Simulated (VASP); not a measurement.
# P: relaxation of cell and atoms with PBE+D3(BJ)

The system is P.

```
P
1.0
     1.67812    0.96886    2.73892
    -1.67812    0.96886    2.73892
     0.00000   -1.93773    2.73892
P
2
Cartesian
  0.0000 0.0000 1.9920
  0.0000 0.0000 6.2248
```

```json
{
  "Program": "VASP 6.6.1",
  "Task": "relaxation of cell and atoms",
  "Functional": "PBE",
  "Dispersion": "D3(BJ)",
  "Potentials or basis": "VASP PAW PBE potentials, release 64 (P)",
  "Cutoff": "600 eV",
  "k mesh": "15 × 15 × 15",
  "Occupations": "fermi-dirac, width 0.1 eV",
  "Spin": "no spin polarisation",
  "Target pressure": "7.4 GPa",
  "Dipole correction": "no",
  "Further INCAR settings": "ALGO = Normal; EDIFF = 1e-06; IBRION = 2; EDIFFG = -0.002; NSW = 80; ISIF = 3"
}
```

```
Relaxed volume                                         : 13.31 Å³/atom
Relaxed cell                                           : a = 3.352 Å, b = 3.352 Å, c = 3.352 Å, α = 60.01°, β = 60.01°, γ = 60.01°
Space group after relaxing (to 0.05 Å)                 : R-3m (No. 166)
Energy change on relaxing (the enthalpy is what falls) : +2.0 meV/atom
Ionic steps                                            : 9
Pressure after relaxing                                : 7.4 GPa
Band gap on the k mesh                                 : zero (band 5 reaches 12.27 eV, above the bottom of band 6 at 9.90 eV)
Dispersion energy per atom                             : -0.531 eV
```

The path:
| step | energy change (eV) | largest force (eV/Å) | pressure (GPa) | volume (Å³) |
| --- | --- | --- | --- | --- |
| 1 | 0.0000 | 0.0331 | 7.21 | 26.72 |
| 2 | 0.0027 | 0.0306 | 7.49 | 26.66 |
| 3 | 0.0042 | 0.0294 | 7.65 | 26.63 |
| 4 | 0.0039 | 0.0199 | 7.56 | 26.63 |
| 5 | 0.0034 | 0.0014 | 7.40 | 26.64 |
| 6 | 0.0034 | 0.0004 | 7.39 | 26.64 |
| 7 | 0.0034 | 0.0000 | 7.38 | 26.64 |
| 8 | 0.0036 | 0.0002 | 7.38 | 26.63 |
| 9 | 0.0039 | 0.0004 | 7.40 | 26.63 |

Final structure:
```
P
1.0
     1.67603    0.96766    2.73636
    -1.67603    0.96766    2.73636
     0.00000   -1.93532    2.73636
P
2
Direct
  0.24335 0.24335 0.24335
  0.75665 0.75665 0.75665
```

Levels at points of the mesh, in eV from the Fermi level:
```
           k point  band 3  band 4  band 5  band 6  band 7  band 8
(0.00, 0.00, 0.00)   -2.46   -2.35   -0.69    3.81    4.09    4.09
```

Run time: 3.7 min on 1 thread of Intel Xeon 6975P-C, on a shared host, peak memory 0.23 GiB.

Caveat: the cell is relaxed towards a set pressure, so the enthalpy falls and the energy may rise; pairwise dispersion overbinds metals, which lowers pressure and volume.
